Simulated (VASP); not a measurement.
Runs of VASP 6.6.1 on NaI. The structure is that of space group P2/m (No. 10), or close to it. The cells are those of the table. 

```csv
cell,gap on the mesh (eV),pressure (GPa)
"a = 4.796, b = 4.102, c = 6.560 Å, angles 90.0, 101.6, 90.0°, 4 atoms",1.46,1.3
"a = 4.778, b = 4.102, c = 6.534 Å, angles 90.0, 95.8, 90.0°, 4 atoms",2.14,0.6
"a = 4.826, b = 4.102, c = 6.850 Å, angles 90.0, 107.1, 90.0°, 4 atoms",0.85,1.5
"a = 4.796, b = 4.102, c = 6.808 Å, angles 90.0, 101.4, 90.0°, 4 atoms",(a),0.6
"a = 4.778, b = 4.102, c = 6.782 Å, angles 90.0, 95.7, 90.0°, 4 atoms",2.25,(b)
```

Alike in all rows: task single point; level PBE+D3(BJ); potentials or basis VASP PAW PBE potentials, release 64 (Na_pv, I); no spin polarisation; k mesh 6 × 8 × 4; cutoff (eV) 520; smearing gaussian 0.05 eV.

**Question.** Fill in the values left out.

**Answer.** (a) 1.68; (b) 0.1.

Caveats: spin-orbit coupling is left out, which moves the levels of the heavy elements.

A k mesh can miss the band edges, and the runs leave out spin-orbit coupling on I.
